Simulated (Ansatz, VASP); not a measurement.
## One calculation of SrY2, two programs

```xyz
6
Lattice="6.0801 0.0000 0.0000 0.0000 6.0801 0.0000 0.0000 0.0000 6.0801" Properties=species:S:1:pos:R:3 pbc="T T T"
Sr    0.0000    0.0000    0.0000
Sr    3.0401    3.0401    3.0401
Y     1.5200    1.5200    1.5200
Y     1.5200    4.5601    4.5601
Y     4.5601    4.5601    1.5200
Y     4.5601    1.5200    4.5601
```

Alike in both runs: functional r2SCAN; k mesh 6 × 6 × 6; occupations gaussian, width 0.1 eV; no spin polarisation.

Ansatz relaxed the structure, and its values are those at the end. VASP's run is a single point on that final structure, the one shown.

|  | VASP | Ansatz |
| --- | --- | --- |
| version | VASP 6.6.1 | Ansatz 0.2.0 |
| potentials or method | VASP PAW PBE potentials, release 64 (Sr_sv, Y_sv), cutoff 520 eV | scalar-relativistic, plane waves, PAW |
| valence electrons in the cell | 64 | 64 |

Ansatz gave:

```
gap on the k mesh at the Fermi level (eV) : none
pressure (GPa)                            : 0.0
```

Question: Estimate VASP's values.

Answer: gap on the k mesh at the Fermi level (eV): none; pressure (GPa): 0.1.

VASP's potentials were made for PBE, not for r2SCAN. A gap of «none» marks a metal or a gap that the smearing closes.
